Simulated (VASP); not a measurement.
Write the native input for VASP 6.6.1 that does the following.

| Property | Result |
| --- | --- |
| Task | single point |
| Functional | PBE |
| Potentials or basis | VASP PAW PBE potentials, release 64 (As) |
| Cutoff | 520 eV |
| k mesh | 8 × 8 × 10 |
| Occupations | fermi-dirac, width 0.1 eV |
| Spin | no spin polarisation |
| Dipole correction | no |
| Further INCAR settings | ALGO = Normal; EDIFF = 1e-06; NBANDS = 14 |

The structure of As lies in POSCAR:

```
As
1.0
    4.6578764910      0.0000000000      0.0000000000
   -2.3289382455      4.0338393689      0.0000000000
    0.0000000000      0.0000000000      2.7096691590
As
3
Direct
    0.0000000000      0.0000000000      0.0000000000
    0.3333333333      0.6666666667      0.5000000000
    0.6666666667      0.3333333333      0.5000000000
```

The input as run:

INCAR

```
SYSTEM = As
PREC     = Accurate       ! precision mode
ENCUT    = 520            ! plane-wave cutoff, eV
EDIFF    = 1E-6           ! SCF threshold, eV
ISMEAR   = -1             ! smearing method
SIGMA    = 0.1            ! smearing width, eV
LREAL    = .FALSE.        ! projectors in reciprocal space
LASPH    = .TRUE.         ! aspherical terms in the spheres
NELM     = 80             ! most SCF steps
ALGO     = Normal         ! electronic algorithm
ISIF     = 2              ! what is computed and relaxed
LWAVE    = .FALSE.        ! write WAVECAR
LCHARG   = .TRUE.         ! write CHGCAR
GGA      = PE             ! functional
LELF     = .TRUE.         ! ELF
LVHAR    = .TRUE.       
NBANDS   = 14             ! bands
```

KPOINTS

```
Automatic mesh
0
G
  8 8 10
  0 0 0
```

Potentials or basis: VASP PAW PBE potentials, release 64 (As).

The run is started by

```console
$ cat potpaw_PBE.64/As/POTCAR > POTCAR
$ mpirun -np 1 vasp_std > vasp.out
```

It gave:

| Property | Result |
| --- | --- |
| Pressure | 13.7 GPa |

Run time: 30 s on 1 thread of Intel(R) Xeon(R) Platinum 8259CL CPU @ 2.50GHz (Skylake/Cascade Lake), on a shared host, peak memory 0.18 GiB.
